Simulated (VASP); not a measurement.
# LiH (P6_3/mmc) in VASP: further runs

LiH is run at these levels: PBE; tasks: single point.

Program: VASP 6.6.1. These are calculated values, not measurements. Logs are shortened: lines on timing, memory, paths and dates and some standing lists are left out, and cuts for length are marked.

## Step 1: The cell of the first run

Symmetry: P6_3/mmc, No. 194, hexagonal system. The conventional cell has a = 3.256 Å, b = 3.256 Å, c = 4.068 Å, α = 90.00°, β = 90.00°, γ = 120.00°. Within 2.5 Å of Li (site symmetry -6m2) lie 5 H at 1.88 to 2.03 Å. H (site symmetry -6m2) has 5 Li at 1.88 to 2.03 Å within 2.5 Å.

## Step 2: Single point, PBE

File INCAR:

```
SYSTEM = LiH
PREC     = Accurate       ! precision mode
ENCUT    = 520            ! plane-wave cutoff, eV
EDIFF    = 1E-7           ! SCF threshold, eV
ISMEAR   = 0              ! smearing method
SIGMA    = 0.01           ! smearing width, eV
LREAL    = .False.        ! projectors in reciprocal space
LASPH    = .True.         ! aspherical terms in the spheres
NELM     = 80             ! most SCF steps
ALGO     = Normal         ! electronic algorithm
ISIF     = 2              ! what is computed and relaxed
LWAVE    = .False.        ! write WAVECAR
LCHARG   = .False.        ! write CHGCAR
GGA      = PE             ! functional
NBANDS   = 12             ! bands
```

File KPOINTS:

```
Automatic mesh
0
Gamma
  6 6 4
  0 0 0
```

File POSCAR:

```
LiH
1.0
    3.2558279323      0.0000000000      0.0000000000
   -1.6279139661      2.8196296997      0.0000000000
    0.0000000000      0.0000000000      4.0684430705
Li H
2 2
Direct
    0.3333333333      0.6666666667     -0.0625093483
    0.6666666667      0.3333333333      0.4374906517
    0.3333333333      0.6666666667      0.4375093483
    0.6666666667      0.3333333333      0.9375093483
```

Potentials or basis: VASP PAW PBE potentials, release 64 (Li_sv, H).

Started as:

```
cat potpaw_PBE.64/Li_sv/POTCAR potpaw_PBE.64/H/POTCAR > POTCAR
mpirun -np 1 vasp_std > vasp.out
```

OUTCAR:

```text
SYSTEM = LiH
   PREC = Accurate
   ENCUT = 520
   EDIFF = 1E-7
   ISMEAR = 0
   LREAL = .False.
   LASPH = .True.
   NELM = 80
   ISIF = 2
   GGA = PE

 ion  position               nearest neighbor table
   1  0.333  0.667  0.937-
   2  0.667  0.333  0.437-
   3  0.333  0.667  0.438-
   4  0.667  0.333  0.938-

  LATTYP: Found a hexagonal cell.
 ALAT       =     3.2558279323
 C/A-ratio  =     1.2495878637

  Lattice vectors:

 A1 = (   3.2558279323,   0.0000000000,   0.0000000000)
 A2 = (  -1.6279139661,   2.8196296997,   0.0000000000)
 A3 = (   0.0000000000,   0.0000000000,   4.0684430705)

Analysis of symmetry for initial positions (statically):
=====================================================================
 Subroutine PRICEL returns:
 Original cell was already a primitive cell.

 Routine SETGRP: Setting up the symmetry group for a
 hexagonal supercell.

 Subroutine GETGRP returns: Found 12 space group operations
 (whereof  6 operations were pure point group operations)
 out of a pool of 24 trial point group operations.

The static configuration has the point symmetry C_3v.
 The point group associated with its full space group is C_6v.

Analysis of symmetry for dynamics (positions and initial velocities):
=====================================================================
 Subroutine PRICEL returns:
 Original cell was already a primitive cell.

 Routine SETGRP: Setting up the symmetry group for a
 hexagonal supercell.

 Subroutine GETGRP returns: Found 12 space group operations
 (whereof  6 operations were pure point group operations)
 out of a pool of 24 trial point group operations.

The dynamic configuration has the point symmetry C_3v.
 The point group associated with its full space group is C_6v.

 Subroutine INISYM returns: Found 12 space group operations
 (whereof  6 operations are pure point group operations),
 and found     1 'primitive' translations

----------------------------------------------------------------------------------------

                                     Primitive cell

  volume of cell :      37.3492

  direct lattice vectors                    reciprocal lattice vectors
     3.255827932  0.000000000  0.000000000     0.307141538  0.177328250  0.000000000
[... 94 lines left out ...]
   POTIM  = 0.5000    time-step for ionic-motion
   TEBEG  =    0.0;   TEEND  =   0.0 temperature during run
   PSTRESS=    0.0 pullay stress
   NELECT =       8.0000    total number of electrons
   NUPDOWN=      -1.0000    fix difference up-down
   EMIN   =  10.00;   EMAX   =-10.00  energy-range for DOS
   EFERMI =   0.00;   METHOD = LEGACY
   ISMEAR =     0;   SIGMA  =   0.01  broadening in eV -4-tet -1-fermi 0-gaus
   EFERMI_NEDOS =   21; number of points for ismear=-14 and -15
   IALGO  =     38    algorithm
   IMIX   =      4    mixing-type and parameters
     AMIX     =   0.40;   BMIX     =  1.00
     AMIX_MAG =   1.60;   BMIX_MAG =  1.00
  volume/ion in A,a.u.               =       9.34        63.01
  Fermi-wavevector in a.u.,A,eV,Ry     =   0.979515  1.851014 13.054094  0.959449
  Thomas-Fermi vector in A             =   2.110374
   LORBIT       =      0    0 simple, 1 ext, 2 COOP (PROOUT), +10 PAW based schemes
   GGA     = PE    functional components
   LHFCALC =     F    Hartree Fock is set to
   AEXX    =    0.0000 exact exchange contribution
   IVDW    =     0    specifies the selected vdW correction
   LEPSILON=     F    determine dielectric tensor
   LRPA    =     F    only Hartree local field effects (RPA)
 non-spin polarized calculation
 Gauss-broadening in eV      SIGMA  =   0.01
  energy-cutoff  :      520.00
  volume of cell :       37.35
 maximum number of plane-waves:      1038
   NGX = 13   NGY = 13   NGZ = 15

 number of electron       8.0000004 magnetization

 Free energy of the ion-electron system (eV)
  ---------------------------------------------------
  ext. energy  EPLUGINS =         0.00000000
  ---------------------------------------------------
  free energy    TOTEN  =       -12.15951714 eV

  energy without entropy =      -12.15951714  energy(sigma->0) =      -12.15951714

 E-fermi :  -0.0790     XC(G=0):  -7.8799

 val. band max:       -0.1630106405   @ k =   0.0000   0.0000   0.0000
 cond. band min:       1.6652967125   @ k =   0.3333   0.3333   0.0000
 fundamental gap:      1.8283073530
 Fermi energy:        -0.0790485514

 k-point     1 :       0.0000    0.0000    0.0000
  band No.  band energies     occupation
      1     -44.7922      2.00000
      2     -44.7350      2.00000
      3      -5.3917      2.00000
      4      -0.1630      2.00000
      5       2.9065      0.00000
      6      10.5186      0.00000
      7      10.5186      0.00000
      8      11.2077      0.00000
      9      13.2198      0.00000
     10      13.2198      0.00000
     11      14.9236      0.00000
     12      17.5948      0.00000
[... 286 lines left out ...]
 k-point    21 :       0.3333    0.3333    0.5000
  band No.  band energies     occupation
      1     -44.7554      2.00000
      2     -44.7554      2.00000
      3      -2.3226      2.00000
      4      -2.3226      2.00000
      5       3.9048      0.00000
      6       3.9048      0.00000
      7       6.8967      0.00000
      8       6.8967      0.00000
      9      14.7968      0.00000
     10      14.7968      0.00000
     11      17.5804      0.00000
     12      17.5804      0.00000

------------------------ aborting loop because EDIFF is reached ----------------------------------------

  FORCE on cell =-STRESS in cart. coord.  units (eV):
  Direction    XX          YY          ZZ          XY          YZ          ZX
  --------------------------------------------------------------------------------------
  -------------------------------------------------------------------------------------
  Total       -0.0367553     -0.0367553     -0.0297195     -0.0000000      0.0000000      0.0000000
  in kB       -1.5766985     -1.5766985     -1.2748822     -0.0000000      0.0000000      0.0000000
  external PRESSURE =      -1.4760931 kB  Pullay stress =       0.0000000 kB

 VOLUME and BASIS-vectors are now :
 -----------------------------------------------------------------------------
  energy-cutoff  :      520.00
  volume of cell :       37.35
      direct lattice vectors                 reciprocal lattice vectors
     3.255827932  0.000000000  0.000000000     0.307141538  0.177328250  0.000000000
    -1.627913966  2.819629700  0.000000000     0.000000000  0.354656500  0.000000000
     0.000000000  0.000000000  4.068443070     0.000000000  0.000000000  0.245794271

 POSITION                                       TOTAL-FORCE (eV/Angst)
 -----------------------------------------------------------------------------------
     -0.00000      1.87975      3.81413         0.000000      0.000000     -0.000115
      1.62791      0.93988      1.77991        -0.000000      0.000000     -0.000115
     -0.00000      1.87975      1.77998         0.000000     -0.000000      0.000115
      1.62791      0.93988      3.81420        -0.000000     -0.000000      0.000115
 -----------------------------------------------------------------------------------
    total drift:                               -0.000000     -0.000000     -0.000423

  FREE ENERGIE OF THE ION-ELECTRON SYSTEM (eV)
  ---------------------------------------------------
  free  energy   TOTEN  =       -12.1595171405 eV

  energy  without entropy=      -12.1595171405  energy(sigma->0) =      -12.15951714
```

Run time: 5.3 s. Hardware: 1 thread of AMD EPYC 9R45 (Zen 5), shared host; peak memory 0.11 GiB.

What came out:

* Free energy: -12.1595 eV
* Band gap on the k mesh: 1.83 eV, indirect (least direct gap 3.07 eV)

Caveat: the cutoff is under 1.25 times the usual one of these potentials, so pressure, stress and relaxed cells hold a basis-set (Pulay) error. A k mesh can miss the band edges.

## Step 3: Single point, PBE

File INCAR:

```
ALGO = Normal
EDIFF = 1E-6
ENCUT = 520
GGA = PE
ISIF = 2
ISMEAR = 0
LASPH = True
LCHARG = True
LELF = True
LREAL = False
LVHAR = True
LWAVE = False
NBANDS = 12
NELM = 60
PREC = Accurate
SIGMA = 0.01
```

File KPOINTS:

```
k-points
0
Gamma
  6 6 4
```

POSCAR is that of step 2.

Potentials or basis: VASP PAW PBE potentials, release 64 (Li_sv, H).

Started as:

```
cat potpaw_PBE.64/Li_sv/POTCAR potpaw_PBE.64/H/POTCAR > POTCAR
mpirun -np 1 vasp_std > vasp.out
```

It took 5.6 s on 1 thread of AMD EPYC 9R45 (Zen 5), shared host; peak memory 0.11 GiB.

The run converged. Its results:

* Free energy: -12.1595 eV
* Band gap on the k mesh: 1.83 eV, indirect (least direct gap 3.07 eV)

Levels at points of the mesh, in eV from the valence-band top:
```csv
k point,band 1,band 2,band 3,band 4,band 5,band 6,band 7,band 8
"(0.00, 0.00, 0.00)",-44.63,-44.57,-5.23,0.00,3.07,10.68,10.68,11.37
"(0.50, 0.00, 0.00)",-44.60,-44.58,-2.80,-2.06,4.48,6.77,7.30,8.64
"(0.00, 0.00, 0.50)",-44.60,-44.60,-3.72,-3.72,9.55,9.55,12.70,12.70
"(0.50, 0.00, 0.50)",-44.59,-44.59,-2.43,-2.43,4.29,4.29,9.48,9.48
```

Caveat: the cutoff is under 1.25 times the usual one of these potentials, so pressure, stress and relaxed cells hold a basis-set (Pulay) error.
